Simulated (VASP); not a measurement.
# CaS (Fm-3m) in VASP: a series of runs

The runs below take CaS through single point, with PBE.

All numbers are computed with VASP 6.6.1; they aren't measurements. Logs are shortened: lines on timing, memory, paths and dates and some standing lists are left out, and cuts for length are marked.

**1. The cell of the first run**

The structure is cubic, space group Fm-3m (No. 225). Conventional cell: a = 5.590 Å, b = 5.590 Å, c = 5.590 Å, α = 90.00°, β = 90.00°, γ = 90.00°. Ca (site symmetry m-3m) has 6 S at 2.79 Å within 3.7 Å. Within 3.7 Å of S (site symmetry m-3m) lie 6 Ca at 2.79 Å.

**2. Single point, PBE**

Contents of INCAR:

```
PREC = Accurate ; ENCUT = 500
EDIFF = 1E-6 ; ISMEAR = -1
SIGMA = 0.01 ; LREAL = False
LASPH = True ; NELM = 120
ALGO = Normal ; ISIF = 2
LWAVE = False ; LCHARG = False
GGA = PE ; NBANDS = 15
GGA_COMPAT = False
```

Contents of KPOINTS:

```
Automatic mesh
0
Gamma
  7 7 7
```

Contents of POSCAR:

```
CaS
1.0
    0.0000000000      2.7948042486      2.7948042486
    2.7948042486      0.0000000000      2.7948042486
    2.7948042486      2.7948042486      0.0000000000
Ca S
1 1
Direct
    0.0000000000      0.0000000000      0.0000000000
    0.5000000000      0.5000000000      0.5000000000
```

Potentials or basis: VASP PAW PBE potentials, release 64 (Ca_sv, S).

Started as:

```console
cat potpaw_PBE.64/Ca_sv/POTCAR potpaw_PBE.64/S/POTCAR > POTCAR
mpirun -np 1 vasp_std > vasp.out
```

OUTCAR:

```text
PREC = Accurate
   ENCUT = 500
   EDIFF = 1E-6
   ISMEAR = -1
   LREAL = False
   LASPH = True
   NELM = 120
   ISIF = 2
   GGA = PE

 ion  position               nearest neighbor table
   1  0.000  0.000  0.000-   2 2.79   2 2.79   2 2.79   2 2.79   2 2.79   2 2.79
   2  0.500  0.500  0.500-   1 2.79   1 2.79   1 2.79   1 2.79   1 2.79   1 2.79

  LATTYP: Found a face centered cubic cell.
 ALAT       =     5.5896084972

  Lattice vectors:

 A1 = (   0.0000000000,   2.7948042486,   2.7948042486)
 A2 = (   2.7948042486,   0.0000000000,   2.7948042486)
 A3 = (   2.7948042486,   2.7948042486,   0.0000000000)

Analysis of symmetry for initial positions (statically):
=====================================================================
 Subroutine PRICEL returns:
 Original cell was already a primitive cell.

 Routine SETGRP: Setting up the symmetry group for a
 face centered cubic supercell.

 Subroutine GETGRP returns: Found 48 space group operations
 (whereof 48 operations were pure point group operations)
 out of a pool of 48 trial point group operations.

The static configuration has the point symmetry O_h .

Analysis of symmetry for dynamics (positions and initial velocities):
=====================================================================
 Subroutine PRICEL returns:
 Original cell was already a primitive cell.

 Routine SETGRP: Setting up the symmetry group for a
 face centered cubic supercell.

 Subroutine GETGRP returns: Found 48 space group operations
 (whereof 48 operations were pure point group operations)
 out of a pool of 48 trial point group operations.

The dynamic configuration has the point symmetry O_h .

 Subroutine INISYM returns: Found 48 space group operations
 (whereof 48 operations are pure point group operations),
 and found     1 'primitive' translations

----------------------------------------------------------------------------------------

                                     Primitive cell

  volume of cell :      43.6600

  direct lattice vectors                    reciprocal lattice vectors
     0.000000000  2.794804249  2.794804249    -0.178903406  0.178903406  0.178903406
     2.794804249  0.000000000  2.794804249     0.178903406 -0.178903406  0.178903406
     2.794804249  2.794804249  0.000000000     0.178903406  0.178903406 -0.178903406

  length of vectors
     3.952450073  3.952450073  3.952450073     0.309869789  0.309869789  0.309869789

  position of ions in fractional coordinates (direct lattice)
     0.000000000  0.000000000  0.000000000
     0.500000000  0.500000000  0.500000000

  ion indices of the primitive-cell ions
   primitive index   ion index
                 1           1
                 2           2

----------------------------------------------------------------------------------------

 KPOINTS: Automatic mesh

Automatic generation of k-mesh.
 Grid dimensions read from file:
 generate k-points for:    7    7    7

 Generating k-lattice:

  Cartesian coordinates                     Fractional coordinates (reciprocal lattice)
    -0.025557629  0.025557629  0.025557629     0.142857143  0.000000000  0.000000000
     0.025557629 -0.025557629  0.025557629     0.000000000  0.142857143  0.000000000
     0.025557629  0.025557629 -0.025557629     0.000000000  0.000000000  0.142857143

  Length of vectors
     0.044267113  0.044267113  0.044267113

  Shift w.r.t. Gamma in fractional coordinates (k-lattice)
     0.000000000  0.000000000  0.000000000

 Subroutine IBZKPT returns following result:
 ===========================================

 Found     20 irreducible k-points:

 Following reciprocal coordinates:
            Coordinates               Weight
  0.000000  0.000000  0.000000      1.000000
  0.142857  0.000000  0.000000      8.000000
  0.285714  0.000000  0.000000      8.000000
  0.428571  0.000000  0.000000      8.000000
  0.142857  0.142857  0.000000      6.000000
  0.285714  0.142857  0.000000     24.000000
[... 12 lines left out ...]
 -0.428571  0.428571  0.142857     24.000000
 -0.285714  0.428571  0.142857     24.000000
   k-points           NKPTS =     20   k-points in BZ     NKDIM =     20   number of bands    NBANDS=     15
   number of dos      NEDOS =    301   number of ions     NIONS =      2
   total plane-waves  NPLWV =  27000
   dimension x,y,z NGX =    30 NGY =   30 NGZ =   30
   dimension x,y,z NGXF=    60 NGYF=   60 NGZF=   60
   ions per type =               1   1
   NGX,Y,Z   is equivalent  to a cutoff of  12.62, 12.62, 12.62 a.u.
   NGXF,Y,Z  is equivalent  to a cutoff of  25.24, 25.24, 25.24 a.u.
 SYSTEM =  unknown system
   PREC   = accura    normal or accurate (medium, high low for compatibility)
   ISTART =      0    job   : 0-new  1-cont  2-samecut
   ICHARG =      2    charge: 1-file 2-atom 10-const
   ISPIN  =      1    spin polarized calculation?
   LNONCOLLINEAR =      F non collinear calculations
   LSORBIT =      F    spin-orbit coupling
   LASPH  =      T    aspherical Exc in radial PAW
   ENCUT  =  500.0 eV  36.75 Ry    6.06 a.u.   7.21  7.21  7.21*2*pi/ulx,y,z
   NELM   =    120;   NELMIN=  2; NELMDL= -5     # of ELM steps
   EDIFF  = 0.1E-05   stopping-criterion for ELM
   LREAL  =      F    real-space projection
   EDIFFG = 0.1E-04   stopping-criterion for IOM
   NSW    =      0    number of steps for IOM
   IBRION =     -1    ionic relax: 0-MD 1-quasi-New 2-CG
   NFREE  =      0    steps in history (QN), initial steepest desc. (CG)
   ISIF   =      2    stress and relaxation
   ISYM   =      2    0-nonsym 1-usesym 2-fastsym
   POTIM  = 0.5000    time-step for ionic-motion
   TEBEG  =    0.0;   TEEND  =   0.0 temperature during run
   PSTRESS=    0.0 pullay stress
   NELECT =      16.0000    total number of electrons
   NUPDOWN=      -1.0000    fix difference up-down
   EMIN   =  10.00;   EMAX   =-10.00  energy-range for DOS
   EFERMI =   0.00;   METHOD = LEGACY
   ISMEAR =    -1;   SIGMA  =   0.01  broadening in eV -4-tet -1-fermi 0-gaus
   EFERMI_NEDOS =   21; number of points for ismear=-14 and -15
   IALGO  =     38    algorithm
   IMIX   =      4    mixing-type and parameters
     AMIX     =   0.40;   BMIX     =  1.00
     AMIX_MAG =   1.60;   BMIX_MAG =  1.00
  volume/ion in A,a.u.               =      21.83       147.32
  Fermi-wavevector in a.u.,A,eV,Ry     =   1.171530  2.213871 18.673760  1.372483
  Thomas-Fermi vector in A             =   2.307972
   LORBIT       =      0    0 simple, 1 ext, 2 COOP (PROOUT), +10 PAW based schemes
   GGA     = PE    functional components
   LHFCALC =     F    Hartree Fock is set to
   AEXX    =    0.0000 exact exchange contribution
   IVDW    =     0    specifies the selected vdW correction
   LEPSILON=     F    determine dielectric tensor
   LRPA    =     F    only Hartree local field effects (RPA)
 non-spin polarized calculation
  energy-cutoff  :      500.00
  volume of cell :       43.66
 maximum number of plane-waves:      1117
 NGX is ok and might be reduce to    30

 number of electron      15.9999997 magnetization

 Free energy of the ion-electron system (eV)
  ---------------------------------------------------
  ext. energy  EPLUGINS =         0.00000000
  ---------------------------------------------------
  free energy    TOTEN  =       -10.32405975 eV

  energy without entropy =      -10.32405975  energy(sigma->0) =      -10.32405975

 E-fermi :   3.4899     XC(G=0):  -9.5596

 val. band max:        3.1393665061   @ k =   0.0000   0.0000   0.0000
 cond. band min:       5.4285418316   @ k =   0.4286   0.4286   0.0000
 fundamental gap:      2.2891753255
 Fermi energy:         3.4899379186

 k-point     1 :       0.0000    0.0000    0.0000
  band No.  band energies     occupation
      1     -35.8688      2.00000
      2     -16.8556      2.00000
      3     -16.8556      2.00000
      4     -16.8556      2.00000
      5      -8.3786      2.00000
      6       3.1394      2.00000
      7       3.1394      2.00000
      8       3.1394      2.00000
      9       7.2867      0.00000
     10       7.2867      0.00000
     11       7.2867      0.00000
     12       7.6477      0.00000
     13       7.9306      0.00000
     14       7.9306      0.00000
     15      14.1318      0.00000

 k-point     2 :       0.1429    0.0000    0.0000
  band No.  band energies     occupation
      1     -35.8659      2.00000
      2     -16.8979      2.00000
      3     -16.8587      2.00000
      4     -16.8587      2.00000
      5      -8.2185      2.00000
      6       2.2740      2.00000
      7       2.8204      2.00000
      8       2.8204      2.00000
      9       7.3319      0.00000
     10       7.6027      0.00000
     11       7.6027      0.00000
     12       8.5100      0.00000
     13       8.5100      0.00000
     14       8.6010      0.00000
     15      14.3470      0.00000

 k-point     3 :       0.2857    0.0000    0.0000
  band No.  band energies     occupation
      1     -35.8594      2.00000
      2     -16.9899      2.00000
      3     -16.8655      2.00000
      4     -16.8655      2.00000
      5      -7.8342      2.00000
      6       0.8812      2.00000
      7       2.2644      2.00000
      8       2.2644      2.00000
      9       7.5658      0.00000
     10       8.3881      0.00000
     11       8.3881      0.00000
     12       9.8596      0.00000
     13       9.8596      0.00000
     14      10.0199      0.00000
     15      13.7283      0.00000
[... 271 lines left out ...]
 k-point    19 :      -0.4286    0.4286    0.1429
  band No.  band energies     occupation
      1     -35.8494      2.00000
      2     -16.9970      2.00000
      3     -16.9314      2.00000
      4     -16.9170      2.00000
      5      -7.6075      2.00000
      6       0.8083      2.00000
      7       1.8019      2.00000
      8       1.8359      2.00000
      9       6.5157      0.00000
     10       9.1410      0.00000
     11       9.4735      0.00000
     12      10.1090      0.00000
     13      10.2213      0.00000
     14      10.8160      0.00000
     15      13.2036      0.00000

 k-point    20 :      -0.2857    0.4286    0.1429
  band No.  band energies     occupation
      1     -35.8490      2.00000
      2     -16.9729      2.00000
      3     -16.9706      2.00000
      4     -16.9124      2.00000
      5      -7.5425      2.00000
      6       1.0560      2.00000
      7       1.1537      2.00000
      8       1.7572      2.00000
      9       7.5691      0.00000
     10       8.5900      0.00000
     11       9.5139      0.00000
     12       9.9035      0.00000
     13      10.0600      0.00000
     14      12.2722      0.00000
     15      13.4392      0.00000

------------------------ aborting loop because EDIFF is reached ----------------------------------------

  FORCE on cell =-STRESS in cart. coord.  units (eV):
  Direction    XX          YY          ZZ          XY          YZ          ZX
  --------------------------------------------------------------------------------------
  -------------------------------------------------------------------------------------
  Total        1.2048070      1.2048070      1.2048070     -0.0000000      0.0000000      0.0000000
  in kB       44.2123796     44.2123796     44.2123796     -0.0000000      0.0000000      0.0000000
  external PRESSURE =      44.2123796 kB  Pullay stress =       0.0000000 kB

 VOLUME and BASIS-vectors are now :
 -----------------------------------------------------------------------------
  energy-cutoff  :      500.00
  volume of cell :       43.66
      direct lattice vectors                 reciprocal lattice vectors
     0.000000000  2.794804249  2.794804249    -0.178903406  0.178903406  0.178903406
     2.794804249  0.000000000  2.794804249     0.178903406 -0.178903406  0.178903406
     2.794804249  2.794804249  0.000000000     0.178903406  0.178903406 -0.178903406

 POSITION                                       TOTAL-FORCE (eV/Angst)
 -----------------------------------------------------------------------------------
      0.00000      0.00000      0.00000        -0.000000     -0.000000     -0.000000
      2.79480      2.79480      2.79480         0.000000      0.000000      0.000000
 -----------------------------------------------------------------------------------
    total drift:                               -0.000000      0.000000      0.000000

  FREE ENERGIE OF THE ION-ELECTRON SYSTEM (eV)
  ---------------------------------------------------
  free  energy   TOTEN  =       -10.3240597466 eV

  energy  without entropy=      -10.3240597466  energy(sigma->0) =      -10.32405975
```

Wall time 12 s (1 thread of Intel Xeon 6975P-C, shared host); peak memory 0.17 GiB.

What came out:

* Free energy: -10.3241 eV
* Pressure: 4.4 GPa
* Band gap on the k mesh: 2.29 eV, indirect (least direct gap 3.11 eV)

 A k mesh can miss the band edges.

**3. Single point, PBE**

Contents of INCAR:

```
SYSTEM = CaS
PREC = Accurate
ENCUT = 500
EDIFF = 1E-6
ISMEAR = -1
SIGMA = 0.01
LREAL = .FALSE.
LASPH = .TRUE.
NELM = 120
ALGO = Normal
ISIF = 2
LWAVE = .FALSE.
LCHARG = .TRUE.
GGA = PE
LELF = .TRUE.
LVHAR = .TRUE.
NBANDS = 15
GGA_COMPAT = .FALSE.
```

Contents of KPOINTS:

```
Automatic mesh
0
G
  7 7 7
  0 0 0
```

POSCAR is that of step 2.

Potentials or basis: VASP PAW PBE potentials, release 64 (Ca_sv, S).

Started as:

```console
cat potpaw_PBE.64/Ca_sv/POTCAR potpaw_PBE.64/S/POTCAR > POTCAR
mpirun -np 1 vasp_std > vasp.out
```

It took 15 s on 1 thread of Intel Xeon 6975P-C, shared host; peak memory 0.17 GiB.

The run converged. Its results:

- Free energy: -10.3241 eV
- Pressure: 4.4 GPa
- Band gap on the k mesh: 2.29 eV, indirect (least direct gap 3.11 eV)

Levels at points of the mesh, in eV from the valence-band top:
| k point | band 5 | band 6 | band 7 | band 8 | band 9 | band 10 | band 11 | band 12 |
| --- | --- | --- | --- | --- | --- | --- | --- | --- |
| (0.00, 0.00, 0.00) | -11.52 | 0.00 | 0.00 | 0.00 | 4.15 | 4.15 | 4.15 | 4.51 |

A k mesh can miss the band edges. PBE gaps usually lie below the measured ones, often by a third to a half.

**4. Single point, PBE (volume scaled by 0.975)**

Contents of INCAR:

```
ALGO = Normal
EDIFF = 1E-6
ENCUT = 500
GGA = PE
GGA_COMPAT = F
ISIF = 2
ISMEAR = -1
LASPH = T
LCHARG = F
LREAL = F
LWAVE = F
NBANDS = 15
NELM = 120
PREC = Accurate
SIGMA = 0.01
```

Contents of KPOINTS:

```
k-points
0
Gamma
  7 7 7
```

Contents of POSCAR:

```
CaS
1.0
    0.0000000000      2.8191081141      2.8191081141
    2.8191081141      0.0000000000      2.8191081141
    2.8191081141      2.8191081141      0.0000000000
Ca S
1 1
Direct
    0.0000000000      0.0000000000      0.0000000000
    0.5000000000      0.5000000000      0.5000000000
```

Started as:

```console
cat potpaw_PBE.64/Ca_sv/POTCAR potpaw_PBE.64/S/POTCAR > POTCAR
mpirun -np 1 vasp_std > vasp.out
```

Run time: 14 s. Hardware: 1 thread of Intel Xeon 6975P-C, shared host; peak memory 0.17 GiB.

Results (log left out):

* Free energy: -10.3495 eV
* Pressure: 2.6 GPa
* Band gap on the k mesh: 2.35 eV, indirect (least direct gap 3.16 eV)

Levels at points of the mesh, in eV from the valence-band top:
```
           k point  band 6  band 7  band 8  band 9  band 10  band 11
(0.00, 0.00, 0.00)    0.00    0.00    0.00    4.16     4.16     4.16
```

**5. Single point, PBE (volume scaled by 1.025)**

Contents of INCAR:

```
SYSTEM = CaS
PREC = Accurate
ENCUT = 500
EDIFF = 1E-6
ISMEAR = -1
SIGMA = 0.01
LREAL = .False.
LASPH = .True.
NELM = 120
ALGO = Normal
ISIF = 2
LWAVE = .False.
LCHARG = .True.
GGA = PE
LELF = .True.
LVHAR = .True.
NBANDS = 15
GGA_COMPAT = .False.
```

Contents of KPOINTS:

```
Automatic mesh
0
Gamma
  7 7 7
  0 0 0
```

Contents of POSCAR:

```
CaS
1.0
    0.0000000000      2.8664969333      2.8664969333
    2.8664969333      0.0000000000      2.8664969333
    2.8664969333      2.8664969333      0.0000000000
Ca S
1 1
Direct
    0.0000000000      0.0000000000      0.0000000000
    0.5000000000      0.5000000000      0.5000000000
```

Started as:

```console
cat potpaw_PBE.64/Ca_sv/POTCAR potpaw_PBE.64/S/POTCAR > POTCAR
mpirun -np 1 vasp_std > vasp.out
```

Wall time 13 s (1 thread of Intel Xeon 6975P-C, shared host); peak memory 0.17 GiB.

The run converged. Its results:

- Free energy: -10.3644 eV
- Pressure: -0.5 GPa
- Band gap on the k mesh: 2.47 eV, indirect (least direct gap 3.24 eV)

Levels at points of the mesh, in eV from the valence-band top:
| k point | band 6 | band 7 | band 8 | band 9 | band 10 | band 11 |
| --- | --- | --- | --- | --- | --- | --- |
| (0.00, 0.00, 0.00) | 0.00 | 0.00 | 0.00 | 4.02 | 4.17 | 4.17 |

**6. Summary**

| cell | gap on the mesh (eV) | pressure (GPa) |
| --- | --- | --- |
| a = 3.952 Å, angles 60.0°, 2 atoms | 2.29 | 4.4 |
| a = 3.987 Å, angles 60.0°, 2 atoms | 2.35 | 2.6 |
| a = 4.054 Å, angles 60.0°, 2 atoms | 2.47 | -0.5 |

Alike in all rows: task single point; level PBE; potentials or basis VASP PAW PBE potentials, release 64 (Ca_sv, S); no spin polarisation; k mesh 7 × 7 × 7; cutoff (eV) 500; smearing fermi-dirac 0.01 eV.

Absolute energies hang on the potentials; compare differences alone.
